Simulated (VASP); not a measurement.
Runs of VASP 6.6.1 on Mg. The structure is that of space group Im-3m (No. 229), or close to it. The cells are those of the table. This isn't the form of Mg at room conditions, which is hcp.

```csv
task,cell,k mesh,cutoff (eV),gap on the mesh (eV),pressure (GPa)
relaxation of cell and atoms,"relaxed to 75 GPa from a = 2.506 Å, angles 109.5°, 1 atom",20 × 20 × 20,600,none,75.0
single point,"a = 2.506 Å, angles 109.5°, 1 atom",20 × 20 × 20,520,none,(a)
single point,"a = 2.437 Å, angles 109.5°, 1 atom",20 × 20 × 20,520,none,102.7
single point,"a = 2.599 Å, angles 109.5°, 1 atom",16 × 16 × 16,520,none,51.0
relaxation of cell and atoms,"relaxed to 100 GPa from a = 2.437 Å, angles 109.5°, 1 atom",20 × 20 × 20,600,none,100.0
single point,"a = 2.866 Å, angles 109.5°, 1 atom",20 × 20 × 20,520,none,12.1
single point,"a = 2.599 Å, angles 109.5°, 1 atom",20 × 20 × 20,520,none,51.0
```

Alike in all rows: level PBEsol; potentials or basis VASP PAW PBE potentials, release 64 (Mg); no spin polarisation; smearing gaussian 0.1 eV.

Problem. Estimate the missing entries.

Solution. (a) 76.8.

Caveats: the PAW data sets were made with another functional, which shifts forces and pressure a little; the cell stands under pressure (at least some runs); the cell is relaxed towards a set pressure, so the run minimises the enthalpy, not the energy (at least some runs).

A gap of «none» marks levels without a gap at the run's occupations.
